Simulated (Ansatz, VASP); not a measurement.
**One calculation of Cu, two programs**

```
CELL_PARAMETERS angstrom
1.26015 0.72755 2.05753
-1.26015 0.72755 2.05753
0.00000 -1.45509 2.05753
ATOMIC_POSITIONS crystal
Cu 0.50000 0.50000 0.50000
```

Alike in both runs: functional PBEsol; k mesh 9 × 9 × 9; occupations gaussian, width 0.1 eV; no spin polarisation.

Ansatz relaxed the structure, and its values are those at the end. VASP's run is a single point on that final structure, the one shown.

|  | VASP | Ansatz |
| --- | --- | --- |
| version | VASP 6.6.1 | Ansatz 0.2.0 |
| potentials or method | VASP PAW PBE potentials, release 64 (Cu), cutoff 600 eV | scalar-relativistic, plane waves, PAW |
| valence electrons in the cell | 11 | 19 |

```tsv
	VASP	Ansatz	Ansatz less VASP
gap on the k mesh at the Fermi level (eV)	none	none	-
pressure (GPa)	0.8	0.0	-0.78
```

VASP's potentials were made for PBE, not for PBEsol. A gap of «none» marks a metal or a gap that the smearing closes. VASP's potentials hold 11 valence electrons a cell and Ansatz's 19, so a difference there can come from the potentials and not from the codes.
